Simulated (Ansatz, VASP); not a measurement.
## TaN in VASP and in Ansatz

Contents of INCAR:

```
PREC     = Accurate       # precision mode
ENCUT    = 520            # plane-wave cutoff, eV
EDIFF    = 1E-6           # SCF threshold, eV
ISMEAR   = -1             # smearing method
SIGMA    = 0.02           # smearing width, eV
LREAL    = F              # projectors in reciprocal space
LASPH    = T              # aspherical terms in the spheres
NELM     = 80             # most SCF steps
ALGO     = Normal         # electronic algorithm
ISIF     = 2              # what is computed and relaxed
LWAVE    = F              # write WAVECAR
LCHARG   = T              # write CHGCAR
GGA      = PS             # functional
LELF     = T              # ELF
LVHAR    = T            
NBANDS   = 15             # bands
```

File KPOINTS:

```
Automatic mesh
0
Gamma
  12 12 10
```

POSCAR

```
TaN
1.0
    2.9379988584     -0.0146899943     -0.0146899943
   -1.4817213374      2.5517266448     -0.0053769111
   -0.0144150000     -0.0144150000      2.8830000000
Ta N
1 1
Direct
    0.3333333333      0.6666666667      0.5000000000
    0.0000000000      0.0000000000      0.0000000000
```

Input for Ansatz:

```yaml
crystal:
  lattice:
    - [2.9379988584, -0.0146899943, -0.0146899943]
    - [-1.4817213374, 2.5517266448, -0.0053769111]
    - [-0.014415, -0.014415, 2.883]
  atoms:
    - { symbol: Ta, position: [0.3333333333, 0.6666666667, 0.5] }
    - { symbol: "N", position: [0.0, 0.0, 0.0] }
kpoints:
  mp_grid: { grid: [12, 12, 10] }
  band_path:
    path:
      - [0.0, 0.0, 0.0]
      - [0.0, 0.0, 0.5]
      - [-0.5, 0.5, 0.0]
      - [0.0, 0.0, 0.0]
      - [0.0, -0.5, 0.0]
      - [-0.5, 0.0, 0.5]
      - [0.0, 0.0, 0.0]
      - [-0.5, 0.0, 0.0]
      - [0.0, -0.5, 0.5]
    npoints: 5
scf:
  occupations: { method: fermi_dirac, width: 0.02 }
hamiltonian:
  xc: pbesol
  pseudopotentials: { kind: all_electron, lapw: { basis_error: 0.0005 } }
output:
  forces: true
  stress: true
  eigenvalues: true
```

Change from the starting cell: equal xy, yz and zx shear strains of -1 %.

Alike in both runs: task single point; functional PBEsol; k mesh 12 × 12 × 10; occupations fermi-dirac, width 0.02 eV; no spin polarisation.

|  | VASP | Ansatz |
| --- | --- | --- |
| version | VASP 6.6.1 | Ansatz 0.2.0 |
| potentials or method | VASP PAW PBE potentials, release 64 (Ta_pv, N), cutoff 520 eV | all-electron LAPW, scalar-relativistic |

```tsv
	VASP	Ansatz	Ansatz less VASP
pressure (GPa)	-4.0	-4.7	-0.70
traceless stress, the component that is largest in VASP (GPa)	2.49	2.45	-0.035
rms of the force components (eV/Å)	0.013	0.011	-0.0011
```

VASP's potentials were made for PBE, not for PBEsol. Atom by atom the forces differ by 0.001 eV/Å (rms over components). Ansatz ran all-electron here, and VASP with PAW potentials.

Spin-orbit coupling is off throughout.
